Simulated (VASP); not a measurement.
A run of VASP 6.6.1:

File POSCAR:

```
BaTiO3
1.0
    4.0340374856      0.0000000000      0.0000000000
    0.0000000000      4.0340374856      0.0000000000
    0.0000000000      0.0000000000      4.0340374856
Ba Ti O
1 1 3
Direct
    0.0000000000      0.0000000000      0.0000000000
    0.5000000000      0.5000000000      0.5000000000
    0.5000000000      0.5000000000      0.0000000000
    0.5000000000      0.0000000000      0.5000000000
    0.0000000000      0.5000000000      0.5000000000
```

The input INCAR.step1:

```
SYSTEM = BaTiO3
PREC = Accurate
ENCUT = 520
ISMEAR = 0
SIGMA = 0.01
LREAL = .FALSE.
LASPH = .TRUE.
NELM = 150
MAGMOM = 0 0 0 0 0 0 0 0 0 0 0 0 0 0 0
LSORBIT = .TRUE.
GGA_COMPAT = .FALSE.
LMAXMIX = 4
NBANDS = 55
GGA = PE
ALGO = Normal
EDIFF = 1E-4
LWAVE = .TRUE.
LCHARG = .FALSE.
```

The input INCAR.step2:

```
SYSTEM = BaTiO3
PREC = Accurate
ENCUT = 520
EDIFF = 1E-7
ISMEAR = 0
SIGMA = 0.01
LREAL = .FALSE.
LASPH = .TRUE.
NELM = 150
ALGO = Normal
ISIF = 2
LWAVE = .FALSE.
LCHARG = .FALSE.
MAGMOM = 0 0 0 0 0 0 0 0 0 0 0 0 0 0 0
LORBIT = 11
LSORBIT = .TRUE.
GGA_COMPAT = .FALSE.
LORBMOM = .TRUE.
LMAXMIX = 4
METAGGA = R2SCAN
LMIXTAU = .TRUE.
NBANDS = 55
ISTART = 1
```

KPOINTS

```
regular mesh
0
G
  6 6 6
  0 0 0
```

Potentials or basis: VASP PAW PBE potentials, release 64 (Ba_sv, Ti_sv, O).

Command:

```console
$ cat potpaw_PBE.64/Ba_sv/POTCAR potpaw_PBE.64/Ti_sv/POTCAR potpaw_PBE.64/O/POTCAR > POTCAR
$ cp INCAR.step1 INCAR
$ mpirun -np 1 vasp_ncl > vasp.out
$ cp INCAR.step2 INCAR
$ mpirun -np 1 vasp_ncl > vasp.out
```

Hardware: 1 thread of Oxide Virtual Turin-like Processor, with other jobs on the host.

**Question.** Estimate the wall time of this run.

**Answer.** Run time: 12 min on 1 thread of Oxide Virtual Turin-like Processor (shared host), peak memory 0.36 GiB. Counts: k points 20.
